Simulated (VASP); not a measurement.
# AgBr (Fm-3m) in VASP: a series of runs, part 2 of 2

VASP 6.6.1. The steps go on from the part before.

### 5 Single point, PBE (volume scaled by 1.05)

INCAR

```
  ALGO = Normal
  EDIFF = 1E-6
  ENCUT = 500
  GGA = PE
  GGA_COMPAT = False
  ISIF = 2
  ISMEAR = -1
  LASPH = True
  LCHARG = False
  LREAL = False
  LWAVE = False
  NBANDS = 16
  NELM = 120
  PREC = Accurate
  SIGMA = 0.02
```

KPOINTS

```
k-points
0
Gamma
  7 7 7
```

POSCAR

```
AgBr
1.0
    0.0000000000      2.9333707056      2.9333707056
    2.9333707056      0.0000000000      2.9333707056
    2.9333707056      2.9333707056      0.0000000000
Ag Br
1 1
Direct
    0.5000000000      0.5000000000      0.5000000000
    0.0000000000      0.0000000000      0.0000000000
```

Potentials or basis: VASP PAW PBE potentials, release 64 (Ag, Br).

Started as:

```
$ cat potpaw_PBE.64/Ag/POTCAR potpaw_PBE.64/Br/POTCAR > POTCAR
$ mpirun -np 1 vasp_std > vasp.out
```

OUTCAR:

```text
EDIFF = 1E-6
   ENCUT = 500
   GGA = PE
   ISIF = 2
   ISMEAR = -1
   LASPH = True
   LREAL = False
   NELM = 120
   PREC = Accurate

 ion  position               nearest neighbor table
   1  0.500  0.500  0.500-   2 2.93   2 2.93   2 2.93   2 2.93   2 2.93   2 2.93
   2  0.000  0.000  0.000-   1 2.93   1 2.93   1 2.93   1 2.93   1 2.93   1 2.93

  LATTYP: Found a face centered cubic cell.
 ALAT       =     5.8667414112

  Lattice vectors:

 A1 = (   0.0000000000,   2.9333707056,   2.9333707056)
 A2 = (   2.9333707056,   0.0000000000,   2.9333707056)
 A3 = (   2.9333707056,   2.9333707056,   0.0000000000)

Analysis of symmetry for initial positions (statically):
=====================================================================
 Subroutine PRICEL returns:
 Original cell was already a primitive cell.

 Routine SETGRP: Setting up the symmetry group for a
 face centered cubic supercell.

 Subroutine GETGRP returns: Found 48 space group operations
 (whereof 48 operations were pure point group operations)
 out of a pool of 48 trial point group operations.

The static configuration has the point symmetry O_h .

Analysis of symmetry for dynamics (positions and initial velocities):
=====================================================================
 Subroutine PRICEL returns:
 Original cell was already a primitive cell.

 Routine SETGRP: Setting up the symmetry group for a
 face centered cubic supercell.

 Subroutine GETGRP returns: Found 48 space group operations
 (whereof 48 operations were pure point group operations)
 out of a pool of 48 trial point group operations.

The dynamic configuration has the point symmetry O_h .

 Subroutine INISYM returns: Found 48 space group operations
 (whereof 48 operations are pure point group operations),
 and found     1 'primitive' translations
[... 104 lines left out ...]
   EFERMI =   0.00;   METHOD = LEGACY
   ISMEAR =    -1;   SIGMA  =   0.02  broadening in eV -4-tet -1-fermi 0-gaus
   EFERMI_NEDOS =   21; number of points for ismear=-14 and -15
   IALGO  =     38    algorithm
   IMIX   =      4    mixing-type and parameters
     AMIX     =   0.40;   BMIX     =  1.00
     AMIX_MAG =   1.60;   BMIX_MAG =  1.00
  volume/ion in A,a.u.               =      25.24       170.33
  Fermi-wavevector in a.u.,A,eV,Ry     =   1.160884  2.193752 18.335905  1.347651
  Thomas-Fermi vector in A             =   2.297462
   LORBIT       =      0    0 simple, 1 ext, 2 COOP (PROOUT), +10 PAW based schemes
   GGA     = PE    functional components
   LHFCALC =     F    Hartree Fock is set to
   AEXX    =    0.0000 exact exchange contribution
   IVDW    =     0    specifies the selected vdW correction
   LEPSILON=     F    determine dielectric tensor
   LRPA    =     F    only Hartree local field effects (RPA)
 non-spin polarized calculation
  energy-cutoff  :      500.00
  volume of cell :       50.48
 maximum number of plane-waves:      1307
 NGX is ok and might be reduce to    30
   NGX = 15   NGY = 15   NGZ = 15

 number of electron      17.9999999 magnetization

 Free energy of the ion-electron system (eV)
  ---------------------------------------------------
  ext. energy  EPLUGINS =         0.00000000
  ---------------------------------------------------
  free energy    TOTEN  =        -4.99895697 eV

  energy without entropy =       -4.99895697  energy(sigma->0) =       -4.99895697

 E-fermi :   3.1898     XC(G=0):  -9.5300

 val. band max:        2.7818079495   @ k =   0.4286   0.0000   0.0000
 cond. band min:       3.5384061790   @ k =   0.0000   0.0000   0.0000
 fundamental gap:      0.7565982295
 Fermi energy:         3.1897640588

 k-point     1 :       0.0000    0.0000    0.0000
  band No.  band energies     occupation
      1     -11.8298      2.00000
      2       0.3083      2.00000
      3       0.3083      2.00000
      4       0.3088      2.00000
      5       0.3088      2.00000
      6       0.3088      2.00000
[... 357 lines left out ...]
      3      -0.7435      2.00000
      4      -0.6707      2.00000
      5       0.5338      2.00000
      6       0.6185      2.00000
[... 8 lines left out ...]
     15      15.4903      0.00000
     16      17.8721      0.00000

------------------------ aborting loop because EDIFF is reached ----------------------------------------

  FORCE on cell =-STRESS in cart. coord.  units (eV):
  Direction    XX          YY          ZZ          XY          YZ          ZX
  --------------------------------------------------------------------------------------
  -------------------------------------------------------------------------------------
  Total       -0.1650922     -0.1650922     -0.1650922      0.0000000      0.0000000     -0.0000000
  in kB       -5.2396980     -5.2396980     -5.2396980      0.0000000      0.0000000     -0.0000000
  external PRESSURE =      -5.2396980 kB  Pullay stress =       0.0000000 kB

 VOLUME and BASIS-vectors are now :
 -----------------------------------------------------------------------------
  energy-cutoff  :      500.00
  volume of cell :       50.48
      direct lattice vectors                 reciprocal lattice vectors
     0.000000000  2.933370706  2.933370706    -0.170452374  0.170452374  0.170452374
     2.933370706  0.000000000  2.933370706     0.170452374 -0.170452374  0.170452374
     2.933370706  2.933370706  0.000000000     0.170452374  0.170452374 -0.170452374

 POSITION                                       TOTAL-FORCE (eV/Angst)
 -----------------------------------------------------------------------------------
      2.93337      2.93337      2.93337         0.000000      0.000000      0.000000
      0.00000      0.00000      0.00000        -0.000000     -0.000000     -0.000000
 -----------------------------------------------------------------------------------
    total drift:                                0.000000      0.000000      0.000000

  FREE ENERGIE OF THE ION-ELECTRON SYSTEM (eV)
  ---------------------------------------------------
  free  energy   TOTEN  =        -4.9989569658 eV

  energy  without entropy=       -4.9989569656  energy(sigma->0) =       -4.99895697
```

OSZICAR:

```text
N       E                     dE             d eps       ncg     rms          rms(c)
DAV:   1     0.862287166399E+02    0.86229E+02   -0.82511E+03   640   0.975E+02
DAV:   2    -0.228779443585E+01   -0.88517E+02   -0.81626E+02   792   0.206E+02
DAV:   3    -0.511129603100E+01   -0.28235E+01   -0.28162E+01   784   0.367E+01
DAV:   4    -0.512258421190E+01   -0.11288E-01   -0.11288E-01   768   0.268E+00
DAV:   5    -0.512267998866E+01   -0.95777E-04   -0.95777E-04   816   0.239E-01    0.498E+00
DAV:   6    -0.500320453324E+01    0.11948E+00   -0.18028E-01   784   0.596E+00    0.331E+00
DAV:   7    -0.499877538712E+01    0.44291E-02   -0.63460E-02   712   0.166E+00    0.144E+00
DAV:   8    -0.499886290280E+01   -0.87516E-04   -0.44585E-03   752   0.666E-01    0.262E-01
DAV:   9    -0.499892247651E+01   -0.59574E-04   -0.50751E-04   768   0.254E-01    0.366E-02
DAV:  10    -0.499895021538E+01   -0.27739E-04   -0.48300E-05   824   0.882E-02    0.232E-02
DAV:  11    -0.499895719873E+01   -0.69833E-05   -0.14635E-05   752   0.300E-02    0.623E-03
DAV:  12    -0.499895696577E+01    0.23296E-06   -0.96429E-07   608   0.936E-03
   1 F= -.49989570E+01 E0= -.49989570E+01  d E =-.158620E-09
```

stdout:

```text
POSCAR found type information on POSCAR AgBr
 POSCAR found :  2 types and       2 ions
 scaLAPACK will be used
 LDA part: xc-table for (Slater+PW92), standard interpolation
 POSCAR, INCAR and KPOINTS ok, starting setup
 FFT: planning ... GRIDC
 FFT: planning ... GRID_SOFT
 FFT: planning ... GRID
 WAVECAR not read
 entering main loop
```

Run time: 7.3 s. Hardware: 1 thread of Intel Xeon 6975P-C (Granite Rapids), shared host; peak memory 0.17 GiB.

Results:

```yaml
Free_energy: -4.9990 eV
Pressure: -0.5 GPa
Band_gap_on_the_k_mesh: 0.76 eV, indirect (least direct gap 2.40 eV)
```

Levels at points of the mesh, in eV from the valence-band top:
```tsv
k point	band 7	band 8	band 9	band 10	band 11	band 12
(0.00, 0.00, 0.00)	-1.64	-1.64	-1.64	0.76	9.99	9.99
```

### 6 Single point, PBE

INCAR

```
ALGO = Normal
EDIFF = 1E-6
ENCUT = 500
GGA = PE
GGA_COMPAT = F
ISIF = 2
ISMEAR = -1
LASPH = T
LCHARG = F
LREAL = F
LWAVE = F
NBANDS = 16
NELM = 120
PREC = Accurate
SIGMA = 0.005
```

KPOINTS is that of step 5.

POSCAR

```
AgBr
1.0
    0.0000000000      2.8371244466      2.8371244466
    2.8371244466      0.0000000000      2.8371244466
    2.8371244466      2.8371244466      0.0000000000
Ag Br
1 1
Direct
    0.5000000000      0.5000000000      0.5000000000
    0.0000000000      0.0000000000      0.0000000000
```

Potentials or basis: VASP PAW PBE potentials, release 64 (Ag, Br).

Started as:

```
$ cat potpaw_PBE.64/Ag/POTCAR potpaw_PBE.64/Br/POTCAR > POTCAR
$ mpirun -np 1 vasp_std > vasp.out
```

Run time: 6.8 s. Hardware: 1 thread of Intel Xeon 6975P-C (Granite Rapids), shared host; peak memory 0.17 GiB.

The run converged. Its results:

```yaml
Free_energy: -4.9504 eV
Pressure: 4.2 GPa
Band_gap_on_the_k_mesh: 0.75 eV, indirect (least direct gap 2.73 eV)
```

Levels at points of the mesh, in eV from the valence-band top:
| k point | band 7 | band 8 | band 9 | band 10 | band 11 | band 12 |
| --- | --- | --- | --- | --- | --- | --- |
| (0.00, 0.00, 0.00) | -1.98 | -1.98 | -1.98 | 0.75 | 9.98 | 9.98 |

A k mesh can miss the band edges.

### 7 The runs side by side

| cell | smearing | gap on the mesh (eV) | pressure (GPa) |
| --- | --- | --- | --- |
| a = 4.012 Å, angles 60.0°, 2 atoms | fermi-dirac 0.02 eV | 0.75 | 4.2 |
| a = 4.047 Å, angles 60.0°, 2 atoms | fermi-dirac 0.02 eV | 0.74 | 2.7 |
| a = 4.115 Å, angles 60.0°, 2 atoms | fermi-dirac 0.02 eV | 0.75 | 0.4 |
| a = 4.148 Å, angles 60.0°, 2 atoms | fermi-dirac 0.02 eV | 0.76 | -0.5 |
| a = 4.012 Å, angles 60.0°, 2 atoms | fermi-dirac 0.005 eV | 0.75 | 4.2 |

Alike in all rows: task single point; level PBE; potentials or basis VASP PAW PBE potentials, release 64 (Ag, Br); no spin polarisation; k mesh 7 × 7 × 7; cutoff (eV) 500.

Total energies depend on the potentials used, so only differences within one code and one set of settings carry meaning.
